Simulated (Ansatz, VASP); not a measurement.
This is a calculation of CdTe for VASP 6.6.1.

POSCAR

```
CdTe
1.0
    0.0000000000      3.1616838793      3.1616838793
    3.1616838793      0.0000000000      3.1616838793
    3.1616838793      3.1616838793      0.0000000000
Te Cd
1 1
Direct
    0.7500000000      0.7500000000      0.7500000000
    0.0000000000      0.0000000000      0.0000000000
```

The input INCAR.step1:

```
PREC = Accurate
ENCUT = 520
EDIFF = 1E-5
ISMEAR = -1
SIGMA = 0.05
LREAL = F
LASPH = T
NELM = 60
ALGO = Normal
ISIF = 2
LWAVE = T
LCHARG = F
GGA = PE
NBANDS = 16
```

File INCAR.step2:

```
PREC = Accurate
ENCUT = 520
EDIFF = 1E-7
ISMEAR = -1
SIGMA = 0.05
LREAL = F
LASPH = T
NELM = 60
ALGO = Normal
ISIF = 2
LWAVE = F
LCHARG = F
GGA = PS
LHFCALC = T
AEXX = 0.25
HFSCREEN = 0.207
PRECFOCK = Normal
ISTART = 1
NBANDS = 16
```

The input KPOINTS:

```
Automatic mesh
0
Gamma
  4 4 4
```

Potentials or basis: VASP PAW PBE potentials, release 64 (Te, Cd).

Command:

```bash
$ cat potpaw_PBE.64/Te/POTCAR potpaw_PBE.64/Cd/POTCAR > POTCAR
$ cp INCAR.step1 INCAR
$ mpirun -np 1 vasp_std > vasp.out
$ cp INCAR.step2 INCAR
$ mpirun -np 1 vasp_std > vasp.out
```

Problem. Translate it to Ansatz 0.2.0. Potentials there: Ansatz PAW.

Solution. As run (the cutoff follows the program's own potentials):

input.yaml

```yaml
crystal:
  lattice:
    - [0.0, 3.1616838793, 3.1616838793]
    - [3.1616838793, 0.0, 3.1616838793]
    - [3.1616838793, 3.1616838793, 0.0]
  atoms:
    - { symbol: Te, position: [0.75, 0.75, 0.75] }
    - { symbol: Cd, position: [0.0, 0.0, 0.0] }
hamiltonian:
  xc:
    exchange: hjs_pbesol
    correlation: pbesol
    exx: { coeff: 0.25, omega: 0.207 }
  pseudopotentials: { kind: paw }
kpoints:
  mp_grid: { grid: [4, 4, 4] }
scf:
  occupations: { method: fermi_dirac, width: 0.05 }
output:
  forces: true
  stress: true
  eigenvalues: true
```

Potentials or basis: Ansatz PAW.

Launch:

```bash
$ ansatz run input.yaml --threads 2 --pin off --max-ram 5632MiB --backend cpu --events-out ev --progress --plain --runs-dir out
```

Both were run:

|  | VASP | Ansatz | Ansatz less VASP |
| --- | --- | --- | --- |
| gap on the k mesh at the Fermi level (eV) | 1.68 | 1.77 | +0.098 |
| least direct gap on the mesh (eV) | 1.68 | 1.77 | +0.098 |
| pressure (GPa) | 4.1 | 4.0 | -0.05 |

VASP's potentials were made for PBE, not for PBEsol-based screened hybrid. VASP's potentials hold 18 valence electrons a cell and Ansatz's 36, so a difference there can come from the potentials and not from the codes.

The k mesh is coarse, so the values compare programs but aren't converged. Spin-orbit coupling is off throughout.
